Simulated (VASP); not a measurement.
# MgO (Fm-3m) in VASP: a series of runs

The runs below take MgO through single point, with r2SCAN.

Program: VASP 6.6.1. These are calculated values, not measurements. Logs are shortened: lines on timing, memory, paths and dates and some standing lists are left out, and cuts for length are marked.

**What was measured.**

From “Electronic structure of alkaline earth and post-transition metal oxides”, 2009, arxiv:0908.1581, for a bulk crystal of MgO: band gap 7.83 eV.

How close the calculation comes is told below.

**1. The cell of the first run**

Symmetry: Fm-3m, No. 225, cubic system. The conventional cell has a = 4.270 Å, b = 4.270 Å, c = 4.270 Å, α = 90.00°, β = 90.00°, γ = 90.00°. Mg (site symmetry m-3m) has 6 O at 2.14 Å within 2.8 Å. Within 2.8 Å of O (site symmetry m-3m) lie 6 Mg at 2.14 Å.

**2. Single point, r2SCAN**

POSCAR

```
MgO
1.0
    0.0000000000      2.1351500000      2.1351500000
    2.1351500000      0.0000000000      2.1351500000
    2.1351500000      2.1351500000      0.0000000000
Mg O
1 1
Direct
    0.0000000000      0.0000000000      0.0000000000
    0.5000000000      0.5000000000      0.5000000000
```

INCAR.step1

```
SYSTEM = MgO
PREC     = Accurate       ! precision mode
ENCUT    = 520            ! plane-wave cutoff, eV
ISMEAR   = 0              ! smearing method
SIGMA    = 0.1            ! smearing width, eV
LREAL    = .FALSE.        ! projectors in reciprocal space
LASPH    = .TRUE.         ! aspherical terms in the spheres
NELM     = 80             ! most SCF steps
NBANDS   = 11             ! bands
GGA      = PE             ! functional
ALGO     = Normal         ! electronic algorithm
EDIFF    = 1E-4           ! SCF threshold, eV
LWAVE    = .TRUE.         ! write WAVECAR
LCHARG   = .FALSE.        ! write CHGCAR
```

INCAR.step2

```
SYSTEM = MgO
PREC     = Accurate       ! precision mode
ENCUT    = 520            ! plane-wave cutoff, eV
EDIFF    = 1E-6           ! SCF threshold, eV
ISMEAR   = 0              ! smearing method
SIGMA    = 0.1            ! smearing width, eV
LREAL    = .FALSE.        ! projectors in reciprocal space
LASPH    = .TRUE.         ! aspherical terms in the spheres
NELM     = 80             ! most SCF steps
ALGO     = Normal         ! electronic algorithm
ISIF     = 2              ! what is computed and relaxed
LWAVE    = .FALSE.        ! write WAVECAR
LCHARG   = .TRUE.         ! write CHGCAR
METAGGA  = R2SCAN         ! meta-GGA
LMIXTAU  = .TRUE.       
LELF     = .TRUE.         ! ELF
LVHAR    = .TRUE.       
NBANDS   = 11             ! bands
ISTART   = 1
```

KPOINTS

```
regular mesh
0
G
  8 8 8
  0 0 0
```

Potentials or basis: VASP PAW PBE potentials, release 64 (Mg, O).

Launch:

```console
$ cat potpaw_PBE.64/Mg/POTCAR potpaw_PBE.64/O/POTCAR > POTCAR
$ cp INCAR.step1 INCAR
$ mpirun -np 1 vasp_std > vasp.out
$ cp INCAR.step2 INCAR
$ mpirun -np 1 vasp_std > vasp.out
```

OUTCAR:

```text
SYSTEM = MgO
   PREC = Accurate
   ENCUT = 520
   EDIFF = 1E-6
   ISMEAR = 0
   LREAL = .FALSE.
   LASPH = .TRUE.
   NELM = 80
   ISIF = 2
   METAGGA = R2SCAN
   ISTART = 1

 ion  position               nearest neighbor table
   1  0.000  0.000  0.000-   2 2.14   2 2.14   2 2.14   2 2.14   2 2.14   2 2.14
   2  0.500  0.500  0.500-   1 2.14   1 2.14   1 2.14   1 2.14   1 2.14   1 2.14

  LATTYP: Found a face centered cubic cell.
 ALAT       =     4.2703000000

  Lattice vectors:

 A1 = (   0.0000000000,   2.1351500000,   2.1351500000)
 A2 = (   2.1351500000,   0.0000000000,   2.1351500000)
 A3 = (   2.1351500000,   2.1351500000,   0.0000000000)

Analysis of symmetry for initial positions (statically):
=====================================================================
 Subroutine PRICEL returns:
 Original cell was already a primitive cell.

 Routine SETGRP: Setting up the symmetry group for a
 face centered cubic supercell.

 Subroutine GETGRP returns: Found 48 space group operations
 (whereof 48 operations were pure point group operations)
 out of a pool of 48 trial point group operations.

The static configuration has the point symmetry O_h .

Analysis of symmetry for dynamics (positions and initial velocities):
=====================================================================
 Subroutine PRICEL returns:
 Original cell was already a primitive cell.

 Routine SETGRP: Setting up the symmetry group for a
 face centered cubic supercell.

 Subroutine GETGRP returns: Found 48 space group operations
 (whereof 48 operations were pure point group operations)
 out of a pool of 48 trial point group operations.

The dynamic configuration has the point symmetry O_h .

 Subroutine INISYM returns: Found 48 space group operations
 (whereof 48 operations are pure point group operations),
 and found     1 'primitive' translations

----------------------------------------------------------------------------------------

                                     Primitive cell

  volume of cell :      19.4677

  direct lattice vectors                    reciprocal lattice vectors
     0.000000000  2.135150000  2.135150000    -0.234175585  0.234175585  0.234175585
     2.135150000  0.000000000  2.135150000     0.234175585 -0.234175585  0.234175585
     2.135150000  2.135150000  0.000000000     0.234175585  0.234175585 -0.234175585

  length of vectors
     3.019558088  3.019558088  3.019558088     0.405604011  0.405604011  0.405604011

  position of ions in fractional coordinates (direct lattice)
     0.000000000  0.000000000  0.000000000
     0.500000000  0.500000000  0.500000000

  ion indices of the primitive-cell ions
   primitive index   ion index
                 1           1
                 2           2

----------------------------------------------------------------------------------------

 KPOINTS: regular mesh

Automatic generation of k-mesh.
 Grid dimensions read from file:
 generate k-points for:    8    8    8

 Generating k-lattice:

  Cartesian coordinates                     Fractional coordinates (reciprocal lattice)
    -0.029271948  0.029271948  0.029271948     0.125000000  0.000000000  0.000000000
     0.029271948 -0.029271948  0.029271948     0.000000000  0.125000000  0.000000000
     0.029271948  0.029271948 -0.029271948     0.000000000  0.000000000  0.125000000

  Length of vectors
     0.050700501  0.050700501  0.050700501

  Shift w.r.t. Gamma in fractional coordinates (k-lattice)
     0.000000000  0.000000000  0.000000000

 Subroutine IBZKPT returns following result:
 ===========================================

 Found     29 irreducible k-points:

 Following reciprocal coordinates:
            Coordinates               Weight
  0.000000  0.000000  0.000000      1.000000
  0.125000  0.000000  0.000000      8.000000
  0.250000  0.000000  0.000000      8.000000
  0.375000  0.000000  0.000000      8.000000
  0.500000  0.000000  0.000000      4.000000
  0.125000  0.125000  0.000000      6.000000
[... 16 lines left out ...]
  0.500000  0.250000  0.125000     48.000000
 -0.375000  0.250000  0.125000     24.000000
 [... further k-points ...]
   k-points           NKPTS =     29   k-points in BZ     NKDIM =     29   number of bands    NBANDS=     11
   number of dos      NEDOS =    301   number of ions     NIONS =      2
   total plane-waves  NPLWV =  13824
   dimension x,y,z NGX =    24 NGY =   24 NGZ =   24
   dimension x,y,z NGXF=    48 NGYF=   48 NGZF=   48
   ions per type =               1   1
   NGX,Y,Z   is equivalent  to a cutoff of  13.21, 13.21, 13.21 a.u.
   NGXF,Y,Z  is equivalent  to a cutoff of  26.43, 26.43, 26.43 a.u.
 SYSTEM =  MgO
   PREC   = accura    normal or accurate (medium, high low for compatibility)
   ISTART =      1    job   : 0-new  1-cont  2-samecut
   ICHARG =      0    charge: 1-file 2-atom 10-const
   ISPIN  =      1    spin polarized calculation?
   LNONCOLLINEAR =      F non collinear calculations
   LSORBIT =      F    spin-orbit coupling
   LASPH  =      T    aspherical Exc in radial PAW
   ENCUT  =  520.0 eV  38.22 Ry    6.18 a.u.   5.61  5.61  5.61*2*pi/ulx,y,z
   NELM   =     80;   NELMIN=  2; NELMDL=  0     # of ELM steps
   EDIFF  = 0.1E-05   stopping-criterion for ELM
   LREAL  =      F    real-space projection
   EDIFFG = 0.1E-04   stopping-criterion for IOM
   NSW    =      0    number of steps for IOM
   IBRION =     -1    ionic relax: 0-MD 1-quasi-New 2-CG
   NFREE  =      0    steps in history (QN), initial steepest desc. (CG)
   ISIF   =      2    stress and relaxation
   ISYM   =      2    0-nonsym 1-usesym 2-fastsym
   POTIM  = 0.5000    time-step for ionic-motion
   TEBEG  =    0.0;   TEEND  =   0.0 temperature during run
   PSTRESS=    0.0 pullay stress
   NELECT =       8.0000    total number of electrons
   NUPDOWN=      -1.0000    fix difference up-down
   EMIN   =  10.00;   EMAX   =-10.00  energy-range for DOS
   EFERMI =   0.00;   METHOD = LEGACY
   ISMEAR =     0;   SIGMA  =   0.10  broadening in eV -4-tet -1-fermi 0-gaus
   EFERMI_NEDOS =   21; number of points for ismear=-14 and -15
   IALGO  =     38    algorithm
   IMIX   =      4    mixing-type and parameters
     AMIX     =   0.40;   BMIX     =  1.00
     AMIX_MAG =   1.60;   BMIX_MAG =  1.00
  volume/ion in A,a.u.               =       9.73        65.69
  Fermi-wavevector in a.u.,A,eV,Ry     =   1.217119  2.300022 20.155386  1.481379
  Thomas-Fermi vector in A             =   2.352450
   LORBIT       =      0    0 simple, 1 ext, 2 COOP (PROOUT), +10 PAW based schemes
   METAGGA = R2SCAN    functional components
   LHFCALC =     F    Hartree Fock is set to
   AEXX    =    0.0000 exact exchange contribution
   IVDW    =     0    specifies the selected vdW correction
   LEPSILON=     F    determine dielectric tensor
   LRPA    =     F    only Hartree local field effects (RPA)
 non-spin polarized calculation
 Gauss-broadening in eV      SIGMA  =   0.10
  energy-cutoff  :      520.00
  volume of cell :       19.47
 maximum number of plane-waves:       544
 NGX is ok and might be reduce to    24
   NGX = 11   NGY = 11   NGZ = 11

 number of electron       8.0000002 magnetization

 Free energy of the ion-electron system (eV)
  ---------------------------------------------------
  ext. energy  EPLUGINS =         0.00000000
  ---------------------------------------------------
  free energy    TOTEN  =       -16.13563632 eV

  energy without entropy =      -16.13563632  energy(sigma->0) =      -16.13563632

 E-fermi :   3.0167     XC(G=0): -11.3847

 val. band max:        2.4808043562   @ k =   0.0000   0.0000   0.0000
 cond. band min:       7.6784542003   @ k =   0.0000   0.0000   0.0000
 fundamental gap:      5.1976498441
 Fermi energy:         3.0166829493

 k-point     1 :       0.0000    0.0000    0.0000
  band No.  band energies     occupation
      1     -15.5149      2.00000
      2       2.4808      2.00000
      3       2.4808      2.00000
      4       2.4808      2.00000
      5       7.6785      0.00000
      6      19.0699      0.00000
      7      19.0699      0.00000
      8      19.0699      0.00000
      9      23.0988      0.00000
     10      24.8227      0.00000
     11      24.8227      0.00000

 k-point     2 :       0.1250    0.0000    0.0000
  band No.  band energies     occupation
      1     -15.3662      2.00000
      2       1.5727      2.00000
      3       2.3822      2.00000
      4       2.3822      2.00000
      5       8.5802      0.00000
      6      17.4092      0.00000
      7      19.4229      0.00000
      8      19.4229      0.00000
      9      23.7947      0.00000
     10      23.7947      0.00000
     11      25.1950      0.00000

 k-point     3 :       0.2500    0.0000    0.0000
  band No.  band energies     occupation
      1     -14.9827      2.00000
      2      -0.0742      2.00000
      3       2.1544      2.00000
      4       2.1544      2.00000
      5      10.0748      0.00000
      6      15.8362      0.00000
      7      19.8761      0.00000
      8      19.8761      0.00000
      9      23.4130      0.00000
     10      23.4130      0.00000
     11      25.2567      0.00000

 k-point     4 :       0.3750    0.0000    0.0000
  band No.  band energies     occupation
      1     -14.5575      2.00000
      2      -1.4271      2.00000
      3       1.9392      2.00000
      4       1.9392      2.00000
      5      10.8776      0.00000
      6      15.5868      0.00000
      7      19.6520      0.00000
      8      19.6520      0.00000
      9      24.5023      0.00000
     10      24.7964      0.00000
     11      24.7964      0.00000

 k-point     5 :       0.5000    0.0000    0.0000
  band No.  band energies     occupation
      1     -14.3665      2.00000
      2      -1.9498      2.00000
      3       1.8534      2.00000
      4       1.8534      2.00000
      5      11.0081      0.00000
      6      15.7987      0.00000
      7      19.4681      0.00000
      8      19.4681      0.00000
      9      24.2143      0.00000
     10      25.9059      0.00000
     11      25.9059      0.00000
[... 211 lines left out ...]
 k-point    21 :       0.5000    0.5000    0.0000
  band No.  band energies     occupation
      1     -14.1302      2.00000
      2      -1.4523      2.00000
      3       1.1640      2.00000
      4       1.1640      2.00000
      5      12.4507      0.00000
      6      13.0837      0.00000
      7      16.3142      0.00000
      8      22.2036      0.00000
      9      22.2036      0.00000
     10      28.3180      0.00000
     11      30.1985      0.00000

 k-point    22 :       0.3750    0.2500    0.1250
  band No.  band energies     occupation
      1     -14.7098      2.00000
      2      -0.4201      2.00000
      3       1.3759      2.00000
      4       1.8891      2.00000
      5      11.4938      0.00000
      6      14.7750      0.00000
      7      18.2579      0.00000
      8      20.7565      0.00000
      9      21.3667      0.00000
     10      25.7787      0.00000
     11      29.1230      0.00000

 k-point    23 :       0.5000    0.2500    0.1250
  band No.  band energies     occupation
      1     -14.3761      2.00000
      2      -1.0799      2.00000
      3       0.8277      2.00000
      4       1.6454      2.00000
      5      12.5777      0.00000
      6      14.8865      0.00000
      7      17.0943      0.00000
      8      20.3269      0.00000
      9      22.9463      0.00000
     10      25.7205      0.00000
     11      29.3445      0.00000

 k-point    24 :      -0.3750    0.2500    0.1250
  band No.  band energies     occupation
      1     -14.2296      2.00000
      2      -1.3562      2.00000
      3       0.6295      2.00000
      4       1.5293      2.00000
      5      12.8004      0.00000
      6      15.4022      0.00000
      7      16.6721      0.00000
      8      20.0651      0.00000
      9      23.7455      0.00000
     10      25.4021      0.00000
     11      29.5102      0.00000

 [... further k-points ...]
[... 5 lines left out ...]
  --------------------------------------------------------------------------------------
  -------------------------------------------------------------------------------------
  Total       -0.9943439     -0.9943439     -0.9943439     -0.0000000     -0.0000000     -0.0000000
  in kB      -81.8336702    -81.8336702    -81.8336702     -0.0000000     -0.0000000     -0.0000000
  external PRESSURE =     -81.8336702 kB  Pullay stress =       0.0000000 kB

 VOLUME and BASIS-vectors are now :
 -----------------------------------------------------------------------------
  energy-cutoff  :      520.00
  volume of cell :       19.47
      direct lattice vectors                 reciprocal lattice vectors
     0.000000000  2.135150000  2.135150000    -0.234175585  0.234175585  0.234175585
     2.135150000  0.000000000  2.135150000     0.234175585 -0.234175585  0.234175585
     2.135150000  2.135150000  0.000000000     0.234175585  0.234175585 -0.234175585

 POSITION                                       TOTAL-FORCE (eV/Angst)
 -----------------------------------------------------------------------------------
      0.00000      0.00000      0.00000        -0.000000      0.000000     -0.000000
      2.13515      2.13515      2.13515         0.000000     -0.000000      0.000000
 -----------------------------------------------------------------------------------
    total drift:                               -0.000000     -0.000000      0.000000

  FREE ENERGIE OF THE ION-ELECTRON SYSTEM (eV)
  ---------------------------------------------------
  free  energy   TOTEN  =       -16.1356363157 eV

  energy  without entropy=      -16.1356363157  energy(sigma->0) =      -16.13563632
```

Wall time 13 s (1 thread of Intel Xeon 6975P-C (Granite Rapids), shared host); peak memory 0.14 GiB.

What came out:

```yaml
Free_energy: -16.1356 eV
Pressure: -8.2 GPa
Band_gap_on_the_k_mesh: 5.20 eV, direct
```

Levels at points of the mesh, in eV from the valence-band top:
```csv
k point,band 1,band 2,band 3,band 4,band 5,band 6,band 7,band 8,band 9
"(0.00, 0.00, 0.00)",-18.00,0.00,0.00,0.00,5.20,16.59,16.59,16.59,20.62
"(0.50, 0.00, 0.00)",-16.85,-4.43,-0.63,-0.63,8.53,13.32,16.99,16.99,21.73
"(0.50, 0.50, 0.00)",-16.61,-3.93,-1.32,-1.32,9.97,10.60,13.83,19.72,19.72
```

Caveat: the PAW data sets were made with another functional, which shifts forces and pressure a little. r2SCAN opens gaps a little over a GGA but as a rule still falls short of measured ones.

**3. Single point, r2SCAN**

This run uses another cell than the first one, of 9.29 Å³/atom, 0.954 times its volume.

POSCAR

```
MgO
1.0
    0.0000000000      2.1021086848      2.1021086848
    2.1021086848      0.0000000000      2.1021086848
    2.1021086848      2.1021086848      0.0000000000
Mg O
1 1
Direct
    0.0000000000      0.0000000000      0.0000000000
    0.5000000000      0.5000000000      0.5000000000
```

INCAR.step1

```
PREC = Accurate ; ENCUT = 520
ISMEAR = 0 ; SIGMA = 0.02
LREAL = F ; LASPH = T
NELM = 60 ; NBANDS = 11
GGA = PE ; ALGO = Normal
EDIFF = 1E-4 ; LWAVE = T
LCHARG = F
```

INCAR.step2

```
PREC = Accurate ; ENCUT = 520
EDIFF = 1E-6 ; ISMEAR = 0
SIGMA = 0.02 ; LREAL = F
LASPH = T ; NELM = 60
ALGO = Normal ; ISIF = 2
LWAVE = F ; LCHARG = T
METAGGA = R2SCAN ; LMIXTAU = T
LELF = T ; LVHAR = T
NBANDS = 11 ; ISTART = 1
```

KPOINTS

```
Automatic mesh
0
Gamma
  10 10 10
```

Potentials or basis: VASP PAW PBE potentials, release 64 (Mg, O).

Launch:

```console
$ cat potpaw_PBE.64/Mg/POTCAR potpaw_PBE.64/O/POTCAR > POTCAR
$ cp INCAR.step1 INCAR
$ mpirun -np 1 vasp_std > vasp.out
$ cp INCAR.step2 INCAR
$ mpirun -np 1 vasp_std > vasp.out
```

Wall time 95 s (1 thread of AMD EPYC 7R13, shared host); peak memory 0.12 GiB.

Results (log left out):

```
Free energy            : -16.1611 eV
Pressure               : -1.1 GPa
Band gap on the k mesh : 5.66 eV, direct
```

Levels at points of the mesh, in eV from the valence-band top:
```tsv
k point	band 1	band 2	band 3	band 4	band 5	band 6	band 7	band 8	band 9
(0.00, 0.00, 0.00)	-18.23	0.00	0.00	0.00	5.66	16.87	16.87	16.87	21.03
(0.50, 0.00, 0.00)	-16.97	-4.64	-0.68	-0.68	8.84	13.87	17.48	17.48	22.46
(0.50, 0.50, 0.00)	-16.72	-4.12	-1.38	-1.38	10.04	11.12	14.35	20.46	20.46
```

Caveat: the PAW data sets were made with another functional, which shifts forces and pressure a little.

**4. Against experiment**

Step 3. Against the measured gap of MgO, 7.83 eV (quoted in “Electronic structure of alkaline earth and post-transition metal oxides”, 2009, arxiv:0908.1581), the calculated 5.66 eV is off by -2.17 eV. The value is that of r2SCAN, without temperature or zero-point motion.
